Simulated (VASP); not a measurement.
# As: single point with PBE

As:

```
As
1.0
     2.72911    0.00000    0.00000
     0.00000    2.72911    0.00000
     0.00000    0.00000    2.72911
As
1
Direct
  0.00000 0.00000 0.00000
```

| Property | Result |
| --- | --- |
| Program | VASP 6.6.1 |
| Task | single point |
| Functional | PBE |
| Potentials or basis | VASP PAW PBE potentials, release 64 (As) |
| Cutoff | 520 eV |
| k mesh | 15 × 15 × 15 |
| Occupations | fermi-dirac, width 0.08 eV |
| Spin | no spin polarisation |

* Pressure: 0.1 GPa

Levels at points of the mesh, in eV from the Fermi level:
```tsv
k point	band 1	band 2	band 3	band 4	band 5	band 6
(0.00, 0.00, 0.00)	-14.75	4.02	4.02	4.02	8.45	8.45
```

It took 15 s on 1 thread of Intel Xeon 8259CL, on a shared host, peak memory 0.1 GiB.
